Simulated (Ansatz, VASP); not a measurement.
## One calculation of Ti, two programs

Contents of INCAR:

```
ALGO = Normal
EDIFF = 1E-7
ENCUT = 520
GGA = CA
ISIF = 2
ISMEAR = 0
LASPH = T
LCHARG = F
LREAL = F
LWAVE = F
NBANDS = 19
NELM = 60
PREC = Accurate
SIGMA = 0.03
```

File KPOINTS:

```
k-points
0
Gamma
  13 13 7
```

POSCAR

```
Ti
1.0
    2.8638698861      0.0000000000      0.0000000000
   -1.4319349430      2.4801840745      0.0000000000
    0.0000000000      0.0000000000      4.5399943151
Ti
2
Direct
    0.3333333333      0.6666666667      0.2500000000
    0.6666666667      0.3333333333      0.7500000000
```

Input for Ansatz:

```yaml
crystal:
  lattice:
    - [2.8638698861, 0.0, 0.0]
    - [-1.431934943, 2.4801840745, 0.0]
    - [0.0, 0.0, 4.5399943151]
  atoms:
    - { symbol: Ti, position: [0.3333333333, 0.6666666667, 0.25] }
    - { symbol: Ti, position: [0.6666666667, 0.3333333333, 0.75] }
hamiltonian:
  xc: lda
  pseudopotentials:
    kind: paw
    azcp:
      Ti: "pseudopotentials/Ti.paw.azcp"
basis:
  ecutwfc: 420
  fft_grid_basis: typed
kpoints:
  mp_grid: { grid: [13, 13, 7], shift: [0, 0, 0] }
magnetization:
  spin_polarized: false
scf:
  occupations: { method: gaussian, width: 0.03 }
  lower_state_search: "off"
output:
  stress: true
  write_density: true
  write_potential: true
  elf: true
  volumetric_format: npy
```

Alike in both runs: task single point; functional LDA; k mesh 13 × 13 × 7; occupations gaussian, width 0.03 eV; no spin polarisation.

```csv
,VASP,Ansatz
version,VASP 6.6.1,Ansatz 0.2.0
potentials or method,"VASP PAW LDA potentials, release 64 (Ti_sv), cutoff 520 eV","plane waves (420 eV) with PAW, scalar-relativistic"
valence electrons in the cell,24,24
```

Ansatz gave:

```
pressure (GPa)                                                : -0.2
traceless stress, the component that is largest in VASP (GPa) : 0.39
```

Question: What did VASP give for the same quantities?

Answer: Pressure (GPa): -0.4; traceless stress, the component that is largest in VASP (GPa): 0.43.

Ansatz warns that its potentials were made for another functional, while VASP's fit it. LDA's correlation is that of Perdew and Zunger in VASP and of Perdew and Wang (1992) in Ansatz.
